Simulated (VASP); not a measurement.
# KCl (Fm-3m) in VASP: further runs, part 2 of 3

VASP 6.6.1. The steps go on from the part before.

## Step 3: Vibrations by perturbation theory, PBEsol

This run uses another cell than the first one, of 30.41 Å³/atom.

Contents of INCAR:

```
PREC = Accurate ; ENCUT = 520
EDIFF = 1E-8 ; ISMEAR = 0
SIGMA = 0.01 ; LREAL = False
LASPH = True ; NELM = 80
ALGO = Normal ; ISIF = 2
LWAVE = False ; LCHARG = False
GGA = PS ; NBANDS = 15
IBRION = 8 ; NSW = 1
```

Contents of KPOINTS:

```
regular mesh
0
Gamma
  6 6 6
```

Contents of POSCAR:

```
KCl
1.0
    0.0000000000      3.1212780693      3.1212780693
    3.1212780693      0.0000000000      3.1212780693
    3.1212780693      3.1212780693      0.0000000000
K Cl
1 1
Direct
    0.0000000000      0.0000000000      0.0000000000
    0.5000000000      0.5000000000      0.5000000000
```

Potentials or basis: VASP PAW PBE potentials, release 64 (K_sv, Cl).

The run is started by

```sh
> cat potpaw_PBE.64/K_sv/POTCAR potpaw_PBE.64/Cl/POTCAR > POTCAR
> mpirun -np 1 vasp_std > vasp.out
```

OUTCAR:

```text
PREC = Accurate
   ENCUT = 520
   EDIFF = 1E-8
   ISMEAR = 0
   LREAL = False
   LASPH = True
   NELM = 80
   ISIF = 2
   GGA = PS
   IBRION = 8
   NSW = 1

 ion  position               nearest neighbor table
   1  0.000  0.000  0.000-   2 3.12   2 3.12   2 3.12   2 3.12   2 3.12   2 3.12
   2  0.500  0.500  0.500-   1 3.12   1 3.12   1 3.12   1 3.12   1 3.12   1 3.12

  LATTYP: Found a face centered cubic cell.
 ALAT       =     6.2425561386

  Lattice vectors:

 A1 = (   0.0000000000,   3.1212780693,   3.1212780693)
 A2 = (   3.1212780693,   0.0000000000,   3.1212780693)
 A3 = (   3.1212780693,   3.1212780693,   0.0000000000)

Analysis of symmetry for initial positions (statically):
=====================================================================
 Subroutine PRICEL returns:
 Original cell was already a primitive cell.

 Routine SETGRP: Setting up the symmetry group for a
 face centered cubic supercell.

 Subroutine GETGRP returns: Found 48 space group operations
 (whereof 48 operations were pure point group operations)
 out of a pool of 48 trial point group operations.

The static configuration has the point symmetry O_h .

Analysis of symmetry for dynamics (positions and initial velocities):
=====================================================================
 Subroutine PRICEL returns:
 Original cell was already a primitive cell.

 Routine SETGRP: Setting up the symmetry group for a
 face centered cubic supercell.

 Subroutine GETGRP returns: Found 48 space group operations
[... 463 lines left out ...]
 -----------------------------------------------------------------------------------
    total drift:                                0.000000      0.000000      0.000000

  FREE ENERGIE OF THE ION-ELECTRON SYSTEM (eV)
  ---------------------------------------------------
  free  energy   TOTEN  =        -7.0231471198 eV

  energy  without entropy=       -7.0231471198  energy(sigma->0) =       -7.02314712

[... ionic steps 2 to 3 ...]

--------------------------------------- Ionic step        4  -------------------------------------------

------------------------ aborting loop because EDIFF is reached ----------------------------------------

[... ionic steps 5 to 6 ...]

--------------------------------------- Ionic step        7  -------------------------------------------

 Free energy of the ion-electron system (eV)
  ---------------------------------------------------
  ---------------------------------------------------
  free energy    TOTEN  =        -0.19807158 eV

  energy without entropy =       -0.19807158

------------------------ aborting loop because EDIFF is reached ----------------------------------------

 INTERNAL STRAIN TENSOR  FOR ION    2  DIRECTION 1   (eV/Angst):
 -----------------------------------------------------------------------------
     0.00916 -0.00000  0.00000
    -0.00000 -0.00369  0.00000
     0.00000  0.00000 -0.00369

 INTERNAL STRAIN TENSOR FOR ION    2 for displacements in x,y,z  (eV/Angst):
          X           Y           Z          XY          YZ          ZX
  --------------------------------------------------------------------------------
  x     0.00000     0.00000     0.00000     0.00000     0.00000     0.00000
  y     0.00000     0.00000     0.00000     0.00000     0.00000     0.00000
  z     0.00000     0.00000     0.00000     0.00000     0.00000     0.00000

 SECOND DERIVATIVES (NOT SYMMETRIZED)
 ------------------------------------
               1X          1Y          1Z          2X          2Y          2Z
  1X    -1.344289    0.000000    0.000000    1.344289    0.000000    0.000000
  1Y     0.000000   -1.344289    0.000000    0.000000    1.344289    0.000000
  1Z     0.000000    0.000000   -1.344289    0.000000    0.000000    1.344289
  2X     1.347353    0.000000    0.000000   -1.347353    0.000000    0.000000
  2Y     0.000000    1.347353    0.000000    0.000000   -1.347353    0.000000
  2Z     0.000000    0.000000    1.347353    0.000000    0.000000   -1.347353

 Eigenvectors and eigenvalues of the dynamical matrix
 ----------------------------------------------------

   1 f  =    4.206099 THz    26.427698 2PiTHz  140.300354 cm-1    17.395019 meV
             X         Y         Z           dx          dy          dz
      0.000000  0.000000  0.000000     0.000000    0.689192    0.000000
      3.121278  3.121278  3.121278     0.000000   -0.724579    0.000000
[... 21 lines left out ...]
   6 f/i=    0.002391 THz     0.015022 2PiTHz    0.079748 cm-1     0.009887 meV
             X         Y         Z           dx          dy          dz
      0.000000  0.000000  0.000000     0.000000    0.000000    0.724579
      3.121278  3.121278  3.121278     0.000000    0.000000    0.689192

--------------------------------------------------------------------------------------------------------

 ELASTIC MODULI CONTR FROM IONIC RELAXATION (kBar)
 Direction    XX          YY          ZZ          XY          YZ          ZX
 --------------------------------------------------------------------------------
 XX           0.0000      0.0000      0.0000      0.0000      0.0000      0.0000
 YY           0.0000      0.0000      0.0000      0.0000      0.0000      0.0000
 ZZ           0.0000      0.0000      0.0000      0.0000      0.0000      0.0000
 XY           0.0000      0.0000      0.0000      0.0000      0.0000      0.0000
 YZ           0.0000      0.0000      0.0000      0.0000      0.0000      0.0000
 ZX           0.0000      0.0000      0.0000      0.0000      0.0000      0.0000
 --------------------------------------------------------------------------------
```

OSZICAR:

```text
N       E                     dE             d eps       ncg     rms          rms(c)
DAV:   1     0.103689768402E+03    0.10369E+03   -0.72843E+03   480   0.970E+02
DAV:   2    -0.457882840721E+00   -0.10415E+03   -0.95958E+02   629   0.236E+02
DAV:   3    -0.701767510997E+01   -0.65598E+01   -0.65258E+01   655   0.520E+01
DAV:   4    -0.726514367094E+01   -0.24747E+00   -0.24744E+00   757   0.929E+00
[... 45 lines left out ...]
RMM:   9    -0.198072190762E+00   -0.12442E-05   -0.28113E-06  2015   0.459E-04    0.123E-04
RMM:  10    -0.198071730692E+00    0.46007E-06    0.77837E-06  1943   0.209E-04    0.343E-05
RMM:  11    -0.198071605584E+00    0.12511E-06   -0.15725E-06  2038   0.959E-05    0.996E-06
RMM:  12    -0.198071586422E+00    0.19162E-07    0.10254E-07  2095   0.429E-05    0.763E-06
RMM:  13    -0.198071577796E+00    0.86256E-08   -0.54859E-08  1985   0.220E-05    0.459E-06
 Linear response finished
```

stdout:

```text
POSCAR found type information on POSCAR K Cl
 POSCAR found :  2 types and       2 ions
 scaLAPACK will be used
 -----------------------------------------------------------------------------
|                                                                             |
|                                                                             |
|     You enforced a specific xc type in the INCAR file but a different       |
|     I HOPE YOU KNOW WHAT YOU ARE DOING!                                     |
|                                                                             |
 -----------------------------------------------------------------------------

 LDA part: xc-table for (Slater+PW92), standard interpolation
 POSCAR, INCAR and KPOINTS ok, starting setup
 FFT: planning ... GRIDC
 FFT: planning ... GRID_SOFT
 FFT: planning ... GRID
 WAVECAR not read
 entering main loop
 Linear response reoptimize wavefunctions to high precision
 Linear response DOF=           2
 Linear response progress:
 first order change of Fermi-energy   0.14627E-04
 force on displaced ion       1 direction 1 :  -1.344   0.000   0.000
 Linear response progress:
 first order change of Fermi-energy   0.14642E-03
 force on displaced ion       2 direction 1 :  -1.347   0.000   0.000
 Linear response finished
```

It took 2.7 min on 1 thread of Intel Xeon Platinum 8259CL at 2.50GHz (Skylake/Cascade Lake), shared host; peak memory 0.27 GiB.

What came out:

| Item | Value |
| --- | --- |
| Highest phonon frequency at Γ, LO-TO splitting left out | 140 cm⁻¹ |

Phonon frequencies in cm⁻¹ (negative: imaginary):
```
              q point        frequencies
(0.000, 0.000, 0.000)  0 0 0 140 140 140
```

Caveat: the PAW data sets were made with another functional, which shifts forces and pressure a little.

## Step 4: Vibrations by perturbation theory, PBEsol

This run uses another cell than the first one, of 30.41 Å³/atom.

Contents of INCAR:

```
  PREC = Accurate
  ENCUT = 520
  EDIFF = 1E-8
  ISMEAR = 0
  SIGMA = 0.01
  LREAL = False
  LASPH = True
  NELM = 80
  ALGO = Normal
  ISIF = 2
  LWAVE = False
  LCHARG = False
  GGA = PS
  NBANDS = 15
  IBRION = 8
  NSW = 1
  LEPSILON = True
```

Contents of KPOINTS:

```
Automatic mesh
0
Gamma
  6 6 6
```

POSCAR is that of step 3.

Potentials or basis: VASP PAW PBE potentials, release 64 (K_sv, Cl).

The run is started by

```sh
> cat potpaw_PBE.64/K_sv/POTCAR potpaw_PBE.64/Cl/POTCAR > POTCAR
> mpirun -np 1 vasp_std > vasp.out
```

OUTCAR:

```text
PREC = Accurate
   ENCUT = 520
   EDIFF = 1E-8
   ISMEAR = 0
   LREAL = False
   LASPH = True
   NELM = 80
   ISIF = 2
   GGA = PS
   IBRION = 8
   NSW = 1
   LEPSILON = True

 ion  position               nearest neighbor table
   1  0.000  0.000  0.000-   2 3.12   2 3.12   2 3.12   2 3.12   2 3.12   2 3.12
   2  0.500  0.500  0.500-   1 3.12   1 3.12   1 3.12   1 3.12   1 3.12   1 3.12

  LATTYP: Found a face centered cubic cell.
 ALAT       =     6.2425561386

  Lattice vectors:

 A1 = (   0.0000000000,   3.1212780693,   3.1212780693)
 A2 = (   3.1212780693,   0.0000000000,   3.1212780693)
 A3 = (   3.1212780693,   3.1212780693,   0.0000000000)

Analysis of symmetry for initial positions (statically):
=====================================================================
 Subroutine PRICEL returns:
 Original cell was already a primitive cell.

 Routine SETGRP: Setting up the symmetry group for a
 face centered cubic supercell.

 Subroutine GETGRP returns: Found 48 space group operations
 (whereof 48 operations were pure point group operations)
 out of a pool of 48 trial point group operations.

The static configuration has the point symmetry O_h .

Analysis of symmetry for dynamics (positions and initial velocities):
=====================================================================
 Subroutine PRICEL returns:
 Original cell was already a primitive cell.

 Routine SETGRP: Setting up the symmetry group for a
 face centered cubic supercell.

 Subroutine GETGRP returns: Found 48 space group operations
 (whereof 48 operations were pure point group operations)
 out of a pool of 48 trial point group operations.

The dynamic configuration has the point symmetry O_h .

 Subroutine INISYM returns: Found 48 space group operations
 (whereof 48 operations are pure point group operations),
 and found     1 'primitive' translations

----------------------------------------------------------------------------------------

                                     Primitive cell

  volume of cell :      60.8173

  direct lattice vectors                    reciprocal lattice vectors
     0.000000000  3.121278069  3.121278069    -0.160190790  0.160190790  0.160190790
     3.121278069  0.000000000  3.121278069     0.160190790 -0.160190790  0.160190790
     3.121278069  3.121278069  0.000000000     0.160190790  0.160190790 -0.160190790

  length of vectors
     4.414153778  4.414153778  4.414153778     0.277458587  0.277458587  0.277458587

  position of ions in fractional coordinates (direct lattice)
     0.000000000  0.000000000  0.000000000
     0.500000000  0.500000000  0.500000000

  ion indices of the primitive-cell ions
   primitive index   ion index
                 1           1
[... 464 lines left out ...]
    -0.00002  0.00000  0.00000
     0.00000 -0.00002 -0.00000
    -0.00000  0.00000 -0.00020

--------------------------------------- Ionic step        4  -------------------------------------------

------------------------ aborting loop because EDIFF is reached ----------------------------------------

[... ionic steps 5 to 6 ...]

--------------------------------------- Ionic step        7  -------------------------------------------

 Free energy of the ion-electron system (eV)
  ---------------------------------------------------
  ---------------------------------------------------
  free energy    TOTEN  =        -0.19807155 eV

  energy without entropy =       -0.19807155

------------------------ aborting loop because EDIFF is reached ----------------------------------------

 INTERNAL STRAIN TENSOR  FOR ION    2  DIRECTION 1   (eV/Angst):
 -----------------------------------------------------------------------------
     0.00917  0.00000  0.00000
    -0.00000 -0.00370  0.00000
     0.00000  0.00000 -0.00370

 MACROSCOPIC STATIC DIELECTRIC TENSOR (including local field effects in DFT)
 ------------------------------------------------------
           2.387755     0.000000    -0.000000
           0.000000     2.387755    -0.000000
           0.000000     0.000000     2.387755
 ------------------------------------------------------

 PIEZOELECTRIC TENSOR (including local field effects)  for field in x, y, z        (e  Angst)
          XX          YY          ZZ          XY          YZ          ZX
  --------------------------------------------------------------------------------
  x     0.00000     0.00000     0.00000     0.00000     0.00000     0.00000
  y     0.00000     0.00000     0.00000     0.00000     0.00000     0.00000
  z     0.00000     0.00000     0.00000     0.00000     0.00000     0.00000

 PIEZOELECTRIC TENSOR (including local field effects)  for field in x, y, z        (C/m^2)
          XX          YY          ZZ          XY          YZ          ZX
  --------------------------------------------------------------------------------
  x     0.00000     0.00000     0.00000     0.00000     0.00000     0.00000
  y     0.00000     0.00000     0.00000     0.00000     0.00000     0.00000
  z     0.00000     0.00000     0.00000     0.00000     0.00000     0.00000

 BORN EFFECTIVE CHARGES (including local field effects) (in |e|, cummulative output)
 ---------------------------------------------------------------------------------
 ion    1
    1     1.12399     0.00000     0.00000
    2    -0.00000     1.12399     0.00000
    3     0.00000     0.00000     1.12399
 ion    2
    1    -1.12399    -0.00000     0.00000
    2     0.00000    -1.12399     0.00000
    3     0.00000     0.00000    -1.12399

 INTERNAL STRAIN TENSOR FOR ION    2 for displacements in x,y,z  (eV/Angst):
          X           Y           Z          XY          YZ          ZX
  --------------------------------------------------------------------------------
  x     0.00000     0.00000     0.00000     0.00000     0.00000     0.00000
  y     0.00000     0.00000     0.00000     0.00000     0.00000     0.00000
  z     0.00000     0.00000     0.00000     0.00000     0.00000     0.00000

 SECOND DERIVATIVES (NOT SYMMETRIZED)
 ------------------------------------
               1X          1Y          1Z          2X          2Y          2Z
  1X    -1.344298    0.000000    0.000000    1.344298    0.000000    0.000000
  1Y     0.000000   -1.344298    0.000000    0.000000    1.344298    0.000000
  1Z     0.000000    0.000000   -1.344298    0.000000    0.000000    1.344298
  2X     1.347614    0.000000    0.000000   -1.347614    0.000000    0.000000
  2Y     0.000000    1.347614    0.000000    0.000000   -1.347614    0.000000
  2Z     0.000000    0.000000    1.347614    0.000000    0.000000   -1.347614

 Eigenvectors and eigenvalues of the dynamical matrix
 ----------------------------------------------------

   1 f  =    4.206320 THz    26.429089 2PiTHz  140.307740 cm-1    17.395935 meV
             X         Y         Z           dx          dy          dz
      0.000000  0.000000  0.000000     0.680848    0.028090    0.102937
      3.121278  3.121278  3.121278    -0.715873   -0.029535   -0.108232
[... 21 lines left out ...]
   6 f/i=    0.002588 THz     0.016258 2PiTHz    0.086313 cm-1     0.010701 meV
             X         Y         Z           dx          dy          dz
      0.000000  0.000000  0.000000    -0.192045   -0.541024   -0.442122
      3.121278  3.121278  3.121278    -0.182649   -0.514554   -0.420491

--------------------------------------------------------------------------------------------------------

 MACROSCOPIC STATIC DIELECTRIC TENSOR IONIC CONTRIBUTION
 ------------------------------------------------------
           2.792758    -0.000000     0.000000
          -0.000000     2.792758    -0.000000
           0.000000    -0.000000     2.792758
 ------------------------------------------------------

 ELASTIC MODULI CONTR FROM IONIC RELAXATION (kBar)
 Direction    XX          YY          ZZ          XY          YZ          ZX
 --------------------------------------------------------------------------------
 XX           0.0000      0.0000      0.0000      0.0000      0.0000      0.0000
 YY           0.0000      0.0000      0.0000      0.0000      0.0000      0.0000
 ZZ           0.0000      0.0000      0.0000      0.0000      0.0000      0.0000
 XY           0.0000      0.0000      0.0000      0.0000      0.0000      0.0000
 YZ           0.0000      0.0000      0.0000      0.0000      0.0000      0.0000
 ZX           0.0000      0.0000      0.0000      0.0000      0.0000      0.0000
 --------------------------------------------------------------------------------

 PIEZOELECTRIC TENSOR IONIC CONTR  for field in x, y, z        (C/m^2)
          XX          YY          ZZ          XY          YZ          ZX
  --------------------------------------------------------------------------------
  x     0.00000     0.00000     0.00000     0.00000     0.00000     0.00000
  y     0.00000     0.00000     0.00000     0.00000     0.00000     0.00000
  z     0.00000     0.00000     0.00000     0.00000     0.00000     0.00000
```

stdout:

```text
POSCAR found type information on POSCAR K Cl
 POSCAR found :  2 types and       2 ions
 scaLAPACK will be used
 -----------------------------------------------------------------------------
|                                                                             |
|                                                                             |
|     You enforced a specific xc type in the INCAR file but a different       |
[... 39 lines left out ...]
 force on displaced ion       1 direction 1 :  -1.344   0.000   0.000
 Born effective charge ion    1 direction 1 :   1.124   0.000   0.000
 Linear response progress:
 first order change of Fermi-energy   0.14643E-03
 force on displaced ion       2 direction 1 :  -1.348   0.000   0.000
 Born effective charge ion    2 direction 1 :  -1.124   0.000   0.000
 Born effective charges drift removed
 Linear response finished
```

Wall time 7.8 min (1 thread of Intel Xeon Platinum 8259CL at 2.50GHz (Skylake/Cascade Lake), shared host); peak memory 0.28 GiB.

Results:

```yaml
Electronic_dielectric_tensor_diagonal: 2.39
Born_charges_mean_of_the_diagonal: K +1.12; Cl -1.12 e
Highest_phonon_frequency_at_Γ_LO-TO_splitting_left_out: 140 cm⁻¹
```

Phonon frequencies in cm⁻¹ (negative: imaginary):
```tsv
q point	frequencies
(0.000, 0.000, 0.000)	0 0 0 140 140 140
```

Electronic dielectric tensor:
```
2.39 0.00 0.00
0.00 2.39 0.00
0.00 0.00 2.39
```

Born effective charge tensors (e):
atom 1, K
```
1.12 0.00 0.00
0.00 1.12 0.00
0.00 0.00 1.12
```
atom 2, Cl
```
-1.12  0.00  0.00
 0.00 -1.12  0.00
 0.00  0.00 -1.12
```

Caveat: the PAW data sets were made with another functional, which shifts forces and pressure a little.

[end of part 2 of 3]
